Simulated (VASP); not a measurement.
# Re (Fm-3m) in VASP: a series of runs

Runs on Re. Level: r2SCAN. Tasks: single point, relaxation of cell and atoms.

Program: VASP 6.6.1. These are calculated values, not measurements. Logs are shortened: lines on timing, memory, paths and dates and some standing lists are left out, and cuts for length are marked.

### 1 The cell of the first run

It takes space group Fm-3m (No. 225, cubic). Conventional cell: a = 3.970 Å, b = 3.970 Å, c = 3.970 Å, α = 90.00°, β = 90.00°, γ = 90.00°. Re (site symmetry m-3m) has 12 Re at 2.81 Å within 3.7 Å.

This isn't the form of Re at room conditions, which is hcp.

### 2 Single point, r2SCAN (15.64 Å³/atom)

Input file POSCAR:

```
Re
1.0
    0.0000000000      1.9849032761      1.9849032761
    1.9849032761      0.0000000000      1.9849032761
    1.9849032761      1.9849032761      0.0000000000
Re
1
Direct
    0.0000000000      0.0000000000      0.0000000000
```

Input file INCAR.step1:

```
SYSTEM = Re
ALGO = Normal
EDIFF = 1E-4
ENCUT = 520
GGA = PE
ISMEAR = 0
LASPH = .TRUE.
LCHARG = .FALSE.
LREAL = .FALSE.
LWAVE = .TRUE.
NBANDS = 10
NELM = 80
PREC = Accurate
SIGMA = 0.1
```

Input file INCAR.step2:

```
SYSTEM = Re
ALGO = Normal
EDIFF = 1E-6
ENCUT = 520
ISIF = 2
ISMEAR = 0
ISTART = 1
LASPH = .TRUE.
LCHARG = .FALSE.
LMIXTAU = .TRUE.
LREAL = .FALSE.
LWAVE = .FALSE.
METAGGA = R2SCAN
NBANDS = 10
NELM = 80
PREC = Accurate
SIGMA = 0.1
```

Input file KPOINTS:

```
k-points
0
G
  18 18 18
  0 0 0
```

Potentials or basis: VASP PAW PBE potentials, release 64 (Re).

Command:

```console
> cat potpaw_PBE.64/Re/POTCAR > POTCAR
> cp INCAR.step1 INCAR
> mpirun -np 1 vasp_std > vasp.out
> cp INCAR.step2 INCAR
> mpirun -np 1 vasp_std > vasp.out
```

OUTCAR:

```text
SYSTEM = Re
   EDIFF = 1E-6
   ENCUT = 520
   ISIF = 2
   ISMEAR = 0
   ISTART = 1
   LASPH = .TRUE.
   LREAL = .FALSE.
   METAGGA = R2SCAN
   NELM = 80
   PREC = Accurate

 ion  position               nearest neighbor table
   1  0.000  0.000  0.000-

  LATTYP: Found a face centered cubic cell.
 ALAT       =     3.9698065522

  Lattice vectors:

 A1 = (   0.0000000000,   1.9849032761,   1.9849032761)
 A2 = (   1.9849032761,   0.0000000000,   1.9849032761)
 A3 = (   1.9849032761,   1.9849032761,   0.0000000000)

Analysis of symmetry for initial positions (statically):
=====================================================================
 Subroutine PRICEL returns:
 Original cell was already a primitive cell.

 Routine SETGRP: Setting up the symmetry group for a
 face centered cubic supercell.

 Subroutine GETGRP returns: Found 48 space group operations
 (whereof 48 operations were pure point group operations)
 out of a pool of 48 trial point group operations.

The static configuration has the point symmetry O_h .

Analysis of symmetry for dynamics (positions and initial velocities):
=====================================================================
 Subroutine PRICEL returns:
 Original cell was already a primitive cell.

 Routine SETGRP: Setting up the symmetry group for a
 face centered cubic supercell.

 Subroutine GETGRP returns: Found 48 space group operations
 (whereof 48 operations were pure point group operations)
 out of a pool of 48 trial point group operations.

The dynamic configuration has the point symmetry O_h .

 Subroutine INISYM returns: Found 48 space group operations
 (whereof 48 operations are pure point group operations),
 and found     1 'primitive' translations

----------------------------------------------------------------------------------------

                                     Primitive cell

  volume of cell :      15.6404

  direct lattice vectors                    reciprocal lattice vectors
     0.000000000  1.984903276  1.984903276    -0.251901443  0.251901443  0.251901443
     1.984903276  0.000000000  1.984903276     0.251901443 -0.251901443  0.251901443
     1.984903276  1.984903276  0.000000000     0.251901443  0.251901443 -0.251901443

  length of vectors
     2.807077133  2.807077133  2.807077133     0.436306098  0.436306098  0.436306098

  position of ions in fractional coordinates (direct lattice)
     0.000000000  0.000000000  0.000000000

  ion indices of the primitive-cell ions
   primitive index   ion index
                 1           1

[... 78 lines left out ...]
   ISYM   =      2    0-nonsym 1-usesym 2-fastsym
   POTIM  = 0.5000    time-step for ionic-motion
   TEBEG  =    0.0;   TEEND  =   0.0 temperature during run
   PSTRESS=    0.0 pullay stress
   NELECT =       7.0000    total number of electrons
   NUPDOWN=      -1.0000    fix difference up-down
   EMIN   =  10.00;   EMAX   =-10.00  energy-range for DOS
   EFERMI =   0.00;   METHOD = LEGACY
   ISMEAR =     0;   SIGMA  =   0.10  broadening in eV -4-tet -1-fermi 0-gaus
   EFERMI_NEDOS =   21; number of points for ismear=-14 and -15
   IALGO  =     38    algorithm
   IMIX   =      4    mixing-type and parameters
     AMIX     =   0.40;   BMIX     =  1.00
     AMIX_MAG =   1.60;   BMIX_MAG =  1.00
  volume/ion in A,a.u.               =      15.64       105.55
  Fermi-wavevector in a.u.,A,eV,Ry     =   1.252251  2.366412 21.335750  1.568133
  Thomas-Fermi vector in A             =   2.386160
   LORBIT       =      0    0 simple, 1 ext, 2 COOP (PROOUT), +10 PAW based schemes
   METAGGA = R2SCAN    functional components
   LHFCALC =     F    Hartree Fock is set to
   AEXX    =    0.0000 exact exchange contribution
   IVDW    =     0    specifies the selected vdW correction
   LEPSILON=     F    determine dielectric tensor
   LRPA    =     F    only Hartree local field effects (RPA)
 non-spin polarized calculation
 Gauss-broadening in eV      SIGMA  =   0.10
  energy-cutoff  :      520.00
  volume of cell :       15.64
 maximum number of plane-waves:       444
 NGX is ok and might be reduce to    24
   NGX = 11   NGY = 11   NGZ = 11

 number of electron       7.0000000 magnetization

 Free energy of the ion-electron system (eV)
  ---------------------------------------------------
  ext. energy  EPLUGINS =         0.00000000
  ---------------------------------------------------
  free energy    TOTEN  =       -52.33408922 eV

  energy without entropy =      -52.32961067  energy(sigma->0) =      -52.33184994

 E-fermi :   7.2304     XC(G=0): -14.6178

 val. band max:        7.2252173585   @ k =   0.2222   0.1667   0.0556
 cond. band min:       7.2397142986   @ k =  -0.3889   0.2778   0.0556
 fundamental gap:      0.0144969401
 Fermi energy:         7.2304131244

 k-point     1 :       0.0000    0.0000    0.0000
  band No.  band energies     occupation
      1      -2.9717      2.00000
      2       5.3741      2.00000
      3       5.3741      2.00000
      4       5.3741      2.00000
      5       8.4884      0.00000
      6       8.4884      0.00000
      7      21.6892      0.00000
      8      27.4367      0.00000
      9      27.4367      0.00000
     10      27.4367      0.00000
[... 287 lines left out ...]
 k-point    24 :      -0.2222    0.0556    0.0000
  band No.  band energies     occupation
      1      -0.6685      2.00000
      2       4.3972      2.00000
      3       5.8439      2.00000
      4       5.9761      2.00000
      5       8.0708      0.00000
      6       9.0534      0.00000
      7      21.9485      0.00000
      8      25.1037      0.00000
      9      30.0722      0.00000
     10      31.2062      0.00000

 [... further k-points ...]

------------------------ aborting loop because EDIFF is reached ----------------------------------------

  FORCE on cell =-STRESS in cart. coord.  units (eV):
  Direction    XX          YY          ZZ          XY          YZ          ZX
  --------------------------------------------------------------------------------------
  -------------------------------------------------------------------------------------
  Total       -1.9729269     -1.9729269     -1.9729269      0.0000000      0.0000000     -0.0000000
  in kB     -202.1033591   -202.1033591   -202.1033591      0.0000000      0.0000000     -0.0000000
  external PRESSURE =    -202.1033591 kB  Pullay stress =       0.0000000 kB

 VOLUME and BASIS-vectors are now :
 -----------------------------------------------------------------------------
  energy-cutoff  :      520.00
  volume of cell :       15.64
      direct lattice vectors                 reciprocal lattice vectors
     0.000000000  1.984903276  1.984903276    -0.251901443  0.251901443  0.251901443
     1.984903276  0.000000000  1.984903276     0.251901443 -0.251901443  0.251901443
     1.984903276  1.984903276  0.000000000     0.251901443  0.251901443 -0.251901443

 POSITION                                       TOTAL-FORCE (eV/Angst)
 -----------------------------------------------------------------------------------
      0.00000      0.00000      0.00000        -0.000000      0.000000      0.000000
 -----------------------------------------------------------------------------------
    total drift:                                0.000000      0.000000     -0.000000

  FREE ENERGIE OF THE ION-ELECTRON SYSTEM (eV)
  ---------------------------------------------------
  free  energy   TOTEN  =       -52.3340892203 eV

  energy  without entropy=      -52.3296106691  energy(sigma->0) =      -52.33184994
```

Run time: 2.3 min. Hardware: 1 thread of Intel Xeon 8259CL, shared host; peak memory 0.17 GiB.

What came out:

| Item | Value |
| --- | --- |
| Free energy | -52.3341 eV |
| Pressure | -20.2 GPa |
| Band gap on the k mesh | zero (an odd number of electrons rules out a gap without spin polarisation) |

Caveat: the cell stands under tension; the PAW data sets were made with another functional, which shifts forces and pressure a little; spin-orbit coupling is left out, which moves the levels of the heavy elements.

### 3 Single point, r2SCAN (16.23 Å³/atom)

This run uses another cell than the first one, of 16.23 Å³/atom.

Input file POSCAR:

```
Re
1.0
    0.0000000000      2.0095629811      2.0095629811
    2.0095629811      0.0000000000      2.0095629811
    2.0095629811      2.0095629811      0.0000000000
Re
1
Direct
    0.0000000000      0.0000000000      0.0000000000
```

Input file INCAR.step1:

```
PREC = Accurate
ENCUT = 520
ISMEAR = 0
SIGMA = 0.1
LREAL = False
LASPH = True
NELM = 100
NBANDS = 10
GGA = PE
ALGO = Normal
EDIFF = 1E-4
LWAVE = True
LCHARG = False
```

Input file INCAR.step2:

```
PREC = Accurate
ENCUT = 520
EDIFF = 1E-7
ISMEAR = 0
SIGMA = 0.1
LREAL = False
LASPH = True
NELM = 100
ALGO = Normal
ISIF = 2
LWAVE = False
LCHARG = True
METAGGA = R2SCAN
LMIXTAU = True
LELF = True
LVHAR = True
NBANDS = 10
ISTART = 1
```

Input file KPOINTS:

```
Automatic mesh
0
Gamma
  18 18 18
```

Potentials or basis: VASP PAW PBE potentials, release 64 (Re).

Command:

```console
> cat potpaw_PBE.64/Re/POTCAR > POTCAR
> cp INCAR.step1 INCAR
> mpirun -np 1 vasp_std > vasp.out
> cp INCAR.step2 INCAR
> mpirun -np 1 vasp_std > vasp.out
```

Wall time 2.8 min (1 thread of Intel Xeon 8259CL, shared host); peak memory 0.17 GiB.

It converged, with:

| Property | Result |
| --- | --- |
| Free energy | -52.2406 eV |
| Pressure | -30.4 GPa |
| Band gap on the k mesh | zero (an odd number of electrons rules out a gap without spin polarisation) |

Levels at points of the mesh, in eV from the Fermi level:
```tsv
k point	band 1	band 2	band 3	band 4	band 5	band 6	band 7	band 8	band 9
(0.00, 0.00, 0.00)	-9.94	-1.77	-1.77	-1.77	1.18	1.18	14.42	19.95	19.95
(0.50, 0.00, 0.00)	-6.51	-1.88	-1.88	-0.03	3.39	3.39	9.06	13.90	19.96
(0.50, 0.50, 0.00)	-6.26	-5.50	2.43	3.39	3.99	3.99	12.01	12.09	12.09
```

Caveat: the cell stands under tension; the PAW data sets were made with another functional, which shifts forces and pressure a little; spin-orbit coupling is left out, which moves the levels of the heavy elements.

### 4 Relaxation of cell and atoms, r2SCAN

This run uses another cell than the first one, of 14.72 Å³/atom.

Input file POSCAR:

```
Re
1.0
    0.0000000000      1.9452598005      1.9452598005
    1.9452598005      0.0000000000      1.9452598005
    1.9452598005      1.9452598005      0.0000000000
Re
1
Direct
    0.0000000000      0.0000000000      0.0000000000
```

Input file INCAR.step1:

```
PREC = Accurate ; ENCUT = 600
ISMEAR = 0 ; SIGMA = 0.1
LREAL = False ; LASPH = True
NELM = 80 ; GGA = PE
ALGO = Normal ; EDIFF = 1E-4
LWAVE = True ; LCHARG = False
```

Input file INCAR.step2:

```
PREC = Accurate ; ENCUT = 600
EDIFF = 1E-7 ; ISMEAR = 0
SIGMA = 0.1 ; LREAL = False
LASPH = True ; NELM = 80
ALGO = Normal ; ISIF = 3
LWAVE = False ; LCHARG = False
METAGGA = R2SCAN ; LMIXTAU = True
IBRION = 2 ; NSW = 100
EDIFFG = -0.005 ; ISTART = 1
```

KPOINTS is that of step 3.

Command:

```console
> cat potpaw_PBE.64/Re/POTCAR > POTCAR
> cp INCAR.step1 INCAR
> mpirun -np 1 vasp_std > vasp.out
> cp INCAR.step2 INCAR
> mpirun -np 1 vasp_std > vasp.out
```

It took 4.2 min on 1 thread of Intel Xeon 8259CL, shared host; peak memory 0.17 GiB.

The run converged. Its results:

```
Free energy                           : -52.3932 eV
Relaxed volume                        : 14.76 Å³/atom
Relaxed cell                          : a = 2.753 Å, b = 2.753 Å, c = 2.753 Å, α = 60.00°, β = 60.00°, γ = 60.00°
Space group after relaxing (to 0.1 Å) : Fm-3m (No. 225)
Energy gained by relaxing             : 0.1 meV/atom
Ionic steps                           : 3
Pressure after relaxing               : 0.0 GPa
Band gap on the k mesh                : zero (an odd number of electrons rules out a gap without spin polarisation)
```

The path:
```
step  energy change (eV)  largest force (eV/Å)  pressure (GPa)  volume (Å³)
   1              0.0000                0.0000            0.96        14.72
   2              0.0018                0.0000           -3.97        14.91
   3             -0.0001                0.0000            0.03        14.76
```

Final structure:
```yaml
crystal:
  lattice:
    - [0.00000, 1.94681, 1.94681]
    - [1.94681, 0.00000, 1.94681]
    - [1.94681, 1.94681, 0.00000]
  atoms:
    - { symbol: Re, position: [0.00000, 0.00000, 0.00000] }
```

Levels at points of the mesh, in eV from the Fermi level:
```csv
k point,band 1,band 2,band 3,band 4,band 5,band 6,band 7
"(0.00, 0.00, 0.00)",-10.62,-2.01,-2.01,-2.01,1.38,1.38,14.51
"(0.50, 0.00, 0.00)",-7.20,-2.17,-2.17,0.10,3.94,3.94,10.44
"(0.50, 0.50, 0.00)",-7.10,-6.26,2.82,3.95,4.66,4.66,12.88
```

Caveat: the PAW data sets were made with another functional, which shifts forces and pressure a little; spin-orbit coupling is left out, which moves the levels of the heavy elements.

### 5 Single point, r2SCAN

This run uses another cell than the first one, of 15.41 Å³/atom.

Input file POSCAR:

```
Re
1.0
    0.0000000000      1.9750000000      1.9750000000
    1.9750000000      0.0000000000      1.9750000000
    1.9750000000      1.9750000000      0.0000000000
Re
1
Direct
    0.0000000000      0.0000000000      0.0000000000
```

Input file INCAR.step1:

```
PREC = Accurate
ENCUT = 660
ISMEAR = 0
SIGMA = 0.1
LREAL = False
LASPH = True
NELM = 120
NBANDS = 10
GGA = PE
ALGO = Normal
EDIFF = 1E-5
LWAVE = True
LCHARG = False
GGA_COMPAT = False
```

Input file INCAR.step2:

```
PREC = Accurate
ENCUT = 660
EDIFF = 1E-6
ISMEAR = 0
SIGMA = 0.1
LREAL = False
LASPH = True
NELM = 120
ALGO = Normal
ISIF = 2
LWAVE = False
LCHARG = False
METAGGA = R2SCAN
LMIXTAU = True
NBANDS = 10
ISTART = 1
GGA_COMPAT = False
```

Input file KPOINTS:

```
Automatic mesh
0
Gamma
  8 8 8
```

Command:

```console
> cat potpaw_PBE.64/Re/POTCAR > POTCAR
> cp INCAR.step1 INCAR
> mpirun -np 1 vasp_std > vasp.out
> cp INCAR.step2 INCAR
> mpirun -np 1 vasp_std > vasp.out
```

Wall time 27 s (1 thread of AMD EPYC 7R43 (Zen 3), shared host); peak memory 0.12 GiB.

Results (log left out):

```
Free energy            : -52.3286 eV
Pressure               : -15.6 GPa
Band gap on the k mesh : zero (an odd number of electrons rules out a gap without spin polarisation)
```

Levels at points of the mesh, in eV from the Fermi level:
| k point | band 1 | band 2 | band 3 | band 4 | band 5 | band 6 | band 7 | band 8 | band 9 |
| --- | --- | --- | --- | --- | --- | --- | --- | --- | --- |
| (0.00, 0.00, 0.00) | -10.49 | -2.06 | -2.06 | -2.06 | 1.10 | 1.10 | 14.28 | 20.12 | 20.12 |
| (0.50, 0.00, 0.00) | -7.06 | -2.22 | -2.22 | -0.14 | 3.51 | 3.51 | 9.62 | 13.78 | 20.40 |
| (0.50, 0.50, 0.00) | -6.89 | -6.08 | 2.45 | 3.50 | 4.19 | 4.19 | 12.33 | 12.33 | 12.75 |

Caveat: the cell stands under tension; the PAW data sets were made with another functional, which shifts forces and pressure a little; spin-orbit coupling is left out, which moves the levels of the heavy elements.

### 6 The runs side by side

| task | cell | k mesh | cutoff (eV) | gap on the mesh (eV) | pressure (GPa) |
| --- | --- | --- | --- | --- | --- |
| single point | a = 2.807 Å, angles 60.0°, 1 atom | 18 × 18 × 18 | 520 | none | -20.2 |
| single point | a = 2.842 Å, angles 60.0°, 1 atom | 18 × 18 × 18 | 520 | none | -30.4 |
| relaxation of cell and atoms | relaxed from a = 2.751 Å, angles 60.0°, 1 atom | 18 × 18 × 18 | 600 | none | 0.0 |
| single point | a = 2.793 Å, angles 60.0°, 1 atom | 8 × 8 × 8 | 660 | none | -15.6 |

Alike in all rows: level r2SCAN; potentials or basis VASP PAW PBE potentials, release 64 (Re); no spin polarisation; smearing gaussian 0.1 eV.

Caveats: the PAW data sets were made with another functional, which shifts forces and pressure a little; spin-orbit coupling is left out, which moves the levels of the heavy elements; the cell stands under tension (at least some runs).

Total energies depend on the potentials used, so only differences within one code and one set of settings carry meaning.
